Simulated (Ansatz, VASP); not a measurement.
## One calculation of AlNi, two programs

```
Al Ni
1.0
     2.89272    0.00000    0.00000
     0.00000    2.89272    0.00000
     0.00000    0.00000    2.89272
Al Ni
1 1
Direct
  0.97234 0.97234 0.00000
  0.51271 0.51271 0.50000
```

Change from the starting cell: mode 4 frozen in at -0.080 Å and mode 5 at -0.080 Å (largest displacements).

Alike in both runs: task single point; functional PBE; k mesh 16 × 16 × 16; occupations gaussian, width 0.15 eV; no spin polarisation.

```csv
,VASP,Ansatz
version,VASP 6.6.1,Ansatz 0.2.0
potentials or method,"VASP PAW PBE potentials, release 64 (Al, Ni), cutoff 520 eV","scalar-relativistic, plane waves, PAW"
valence electrons in the cell,13,21
```

|  | VASP | Ansatz | Ansatz less VASP |
| --- | --- | --- | --- |
| gap on the k mesh at the Fermi level (eV) | none | none | - |
| pressure (GPa) | 1.7 | 1.7 | 0.00 |
| traceless stress, the component that is largest in VASP (GPa) | 1.89 | 1.87 | -0.017 |
| rms of the force components (eV/Å) | 0.569 | 0.565 | -0.0038 |

Atom by atom the forces differ by 0.004 eV/Å (rms over components). A gap of «none» marks a metal or a gap that the smearing closes. VASP's potentials hold 13 valence electrons a cell and Ansatz's 21, so a difference there can come from the potentials and not from the codes.
